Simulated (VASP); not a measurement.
# Mg (P1) in VASP: notebook, part 2 of 2

VASP 6.6.1. Earlier steps stand in the parts before.

## (3) Single point, LDA

The input, INCAR:

```
SYSTEM = Mg
PREC = Accurate
ENCUT = 520
EDIFF = 1E-7
ISMEAR = -1
SIGMA = 0.08
LREAL = .False.
LASPH = .True.
NELM = 100
ALGO = Normal
ISIF = 2
LWAVE = .False.
LCHARG = .True.
LELF = .True.
LVHAR = .True.
NBANDS = 12
```

The input, KPOINTS:

```
Automatic mesh
0
Gamma
  4 7 4
  0 0 0
```

The input, POSCAR:

```
Mg
1.0
    6.4186000000      0.0000000000      0.0000000000
   -1.6046500000      2.7793353284      0.0000000000
    0.0000000000      0.0000000000      5.2103000000
Mg
4
Direct
    0.1551317106      0.6261835275      0.2507320116
    0.6727286002      0.6542783742      0.2623812448
    0.3272097178      0.3662663478      0.7491937125
    0.8430060949      0.3692555517      0.7450146825
```

Potentials or basis: VASP PAW LDA potentials, release 64 (Mg).

Started as:

```bash
$ cat potpaw_LDA.64/Mg/POTCAR > POTCAR
$ mpirun -np 1 vasp_std > vasp.out
```

OUTCAR:

```text
SYSTEM = Mg
   PREC = Accurate
   ENCUT = 520
   EDIFF = 1E-7
   ISMEAR = -1
   LREAL = .False.
   LASPH = .True.
   NELM = 100
   ISIF = 2

 ion  position               nearest neighbor table
   1  0.155  0.626  0.251-   3 3.10   2 3.11   3 3.11   4 3.11   2 3.14   4 3.16   2 3.28   2 3.31
                             3 3.31   3 3.33
   2  0.673  0.654  0.262-   4 3.06   1 3.11   1 3.14   3 3.19   4 3.21   4 3.21   1 3.28   3 3.30
                             1 3.31   4 3.35
   3  0.327  0.366  0.749-   1 3.10   1 3.11   4 3.11   4 3.15   2 3.19   4 3.27   2 3.30   4 3.31
                             1 3.31   1 3.33
   4  0.843  0.369  0.745-   2 3.06   1 3.11   3 3.11   3 3.15   1 3.16   2 3.21   2 3.21   3 3.27
                             3 3.31   2 3.35

  Warning from LATTYP: Monoclinic adjustment (A1->A3, A2->A1, A3->A2)!
  LATTYP: Found a simple orthorhombic cell.
 ALAT       =     3.2093000000
 B/A-ratio  =     1.6235004518
 C/A-ratio  =     1.7320508076

  Lattice vectors:

 A1 = (  -1.6046500000,   2.7793353284,   0.0000000000)
 A2 = (   0.0000000000,   0.0000000000,   5.2103000000)
 A3 = (   4.8139500000,   2.7793353284,   0.0000000000)

Analysis of symmetry for initial positions (statically):
=====================================================================
 Subroutine PRICEL returns:
[... 211 lines left out ...]
      7       5.4627      0.00000
      8       5.6235      0.00000
      9       6.0197      0.00000
     10       9.1591      0.00000
     11      10.3795      0.00000
     12      13.1685      0.00000
[... 331 lines left out ...]
 k-point    24 :       0.0000    0.2857    0.2500
  band No.  band energies     occupation
      1      -2.5508      2.00000
      2      -0.5152      2.00000
      3       0.1365      2.00000
      4       2.0451      1.97215
      5       3.5130      0.00000
      6       4.7005      0.00000
      7       5.0511      0.00000
      8       5.7320      0.00000
      9       6.0995      0.00000
     10       7.1343      0.00000
     11       7.8524      0.00000
     12       8.0191      0.00000

 [... further k-points ...]
[... 5 lines left out ...]
  --------------------------------------------------------------------------------------
  -------------------------------------------------------------------------------------
  Total       -1.6184656     -1.8779316     -0.9208016      0.3158685     -0.0413305      0.0269492
  in kB      -27.8978072    -32.3702722    -15.8720359      5.4446868     -0.7124220      0.4645290
  external PRESSURE =     -25.3800384 kB  Pullay stress =       0.0000000 kB

 VOLUME and BASIS-vectors are now :
 -----------------------------------------------------------------------------
  energy-cutoff  :      520.00
  volume of cell :       92.95
      direct lattice vectors                 reciprocal lattice vectors
     6.418600000  0.000000000  0.000000000     0.155797214  0.089949564  0.000000000
    -1.604650000  2.779335328  0.000000000     0.000000000  0.359798255  0.000000000
     0.000000000  0.000000000  5.210300000     0.000000000  0.000000000  0.191927528

 POSITION                                       TOTAL-FORCE (eV/Angst)
 -----------------------------------------------------------------------------------
     -0.00908      1.74037      1.30639         0.086553      0.206799     -0.043696
      3.26809      1.81846      1.36708        -0.207222     -0.050625     -0.182850
      1.51250      1.01798      3.90352         0.235653     -0.034910      0.054998
      4.81839      1.02629      3.88175        -0.114983     -0.121263      0.171548
 -----------------------------------------------------------------------------------
    total drift:                               -0.000016      0.000008      0.000002

  FREE ENERGIE OF THE ION-ELECTRON SYSTEM (eV)
  ---------------------------------------------------
  free  energy   TOTEN  =        -7.1634941673 eV

  energy  without entropy=       -7.1323292702  energy(sigma->0) =       -7.14791172
```

OSZICAR:

```text
N       E                     dE             d eps       ncg     rms          rms(c)
DAV:   1     0.159612667713E+01    0.15961E+01   -0.24033E+03  1392   0.475E+02
DAV:   2    -0.697247364643E+01   -0.85686E+01   -0.81663E+01  1776   0.528E+01
DAV:   3    -0.720973824916E+01   -0.23726E+00   -0.23488E+00  1832   0.660E+00
DAV:   4    -0.721084837066E+01   -0.11101E-02   -0.11099E-02  1584   0.529E-01
DAV:   5    -0.721085663490E+01   -0.82642E-05   -0.82642E-05  1752   0.483E-02    0.134E+00
DAV:   6    -0.718249459321E+01    0.28362E-01   -0.15362E-02  1624   0.379E-01    0.848E-01
DAV:   7    -0.716421854158E+01    0.18276E-01   -0.13148E-02  1684   0.491E-01    0.105E-01
DAV:   8    -0.716349806484E+01    0.72048E-03   -0.23393E-03  1544   0.183E-01    0.197E-02
DAV:   9    -0.716349457535E+01    0.34895E-05   -0.60013E-05  1708   0.424E-02    0.857E-03
DAV:  10    -0.716349423521E+01    0.34014E-06   -0.26914E-06  1676   0.703E-03    0.124E-03
DAV:  11    -0.716349416730E+01    0.67915E-07   -0.16662E-07  1164   0.176E-03
   1 F= -.71634942E+01 E0= -.71479117E+01  d E =-.311649E-01
```

stdout:

```text
POSCAR found type information on POSCAR Mg
 POSCAR found :  1 types and       4 ions
 scaLAPACK will be used
 LDA part: xc-table for (Slater(with rela. corr.)+CA(PZ))
 , standard interpolation
 -----------------------------------------------------------------------------
|                                                                             |
|           W    W    AA    RRRRR   N    N  II  N    N   GGGG   !!!           |
|           W    W   A  A   R    R  NN   N  II  NN   N  G    G  !!!           |
|           W    W  A    A  R    R  N N  N  II  N N  N  G       !!!           |
|           W WW W  AAAAAA  RRRRR   N  N N  II  N  N N  G  GGG   !            |
|           WW  WW  A    A  R   R   N   NN  II  N   NN  G    G                |
|           W    W  A    A  R    R  N    N  II  N    N   GGGG   !!!           |
|                                                                             |
|     Your reciprocal lattice and k-lattice belong to different lattice       |
|     classes:                                                                |
|                                                                             |
|        The reciprocal lattice is simple orthorhombic,                       |
|        whereas your k-lattice is simple monoclinic.                         |
|                                                                             |
|     Results are often still useful ...                                      |
|                                                                             |
 -----------------------------------------------------------------------------

 POSCAR, INCAR and KPOINTS ok, starting setup
 FFT: planning ... GRIDC
 FFT: planning ... GRID_SOFT
 FFT: planning ... GRID
 WAVECAR not read
 entering main loop
```

It took 46 s on 1 thread of Intel Xeon Platinum 8259CL at 2.50GHz (Skylake/Cascade Lake), shared host; peak memory 0.19 GiB.

What came out:

```yaml
Free_energy: -7.1635 eV
Pressure: -2.5 GPa
Largest_force: 0.281 eV/Å
Band_gap_on_the_k_mesh: zero (band 4 reaches 3.24 eV, above the bottom of band 5 at 1.13 eV)
```

Forces on the atoms (eV/Å):
```
Mg   0.087  0.207 -0.044
Mg  -0.207 -0.051 -0.183
Mg   0.236 -0.035  0.055
Mg  -0.115 -0.121  0.172
```

Stress tensor (GPa, compression positive):
```
-2.79  0.54  0.05
 0.54 -3.24 -0.07
 0.05 -0.07 -1.59
```
